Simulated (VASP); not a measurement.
Here is a VASP 6.6.1 calculation.

INCAR

```
PREC     = Accurate       # precision mode
ENCUT    = 520            # plane-wave cutoff, eV
EDIFF    = 1E-6           # SCF threshold, eV
ISMEAR   = 0              # smearing method
SIGMA    = 0.1            # smearing width, eV
LREAL    = F              # projectors in reciprocal space
LASPH    = T              # aspherical terms in the spheres
NELM     = 100            # most SCF steps
ALGO     = Normal         # electronic algorithm
ISIF     = 2              # what is computed and relaxed
LWAVE    = F              # write WAVECAR
LCHARG   = T              # write CHGCAR
GGA      = PE             # functional
LELF     = T              # ELF
LVHAR    = T            
NBANDS   = 43             # bands
```

The input KPOINTS:

```
regular mesh
0
Gamma
  4 4 4
```

The input POSCAR:

```
Ta2Ti
1.0
    0.0000000000      3.6419047090      3.6419047090
    3.6419047090      0.0000000000      3.6419047090
    3.6419047090      3.6419047090      0.0000000000
Ti Ta
2 4
Direct
    0.0000000000      0.0000000000      0.0000000000
    0.2500000000      0.2500000000      0.2500000000
    0.6250000000      0.6250000000      0.6250000000
    0.1250000000      0.6250000000      0.6250000000
    0.6250000000      0.6250000000      0.1250000000
    0.6250000000      0.1250000000      0.6250000000
```

Potentials or basis: VASP PAW PBE potentials, release 64 (Ti_sv, Ta_pv).

Launch:

```console
$ cat potpaw_PBE.64/Ti_sv/POTCAR potpaw_PBE.64/Ta_pv/POTCAR > POTCAR
$ mpirun -np 1 vasp_std > vasp.out
```

Predict the pressure.

35.9 GPa.

Estimate the band gap on the k mesh.

zero (band 34 reaches 7.68 eV, above the bottom of band 35 at 6.87 eV).

Caveat: the k points lie up to 0.37 Å⁻¹ apart; spin-orbit coupling is left out, which moves the levels of the heavy elements.
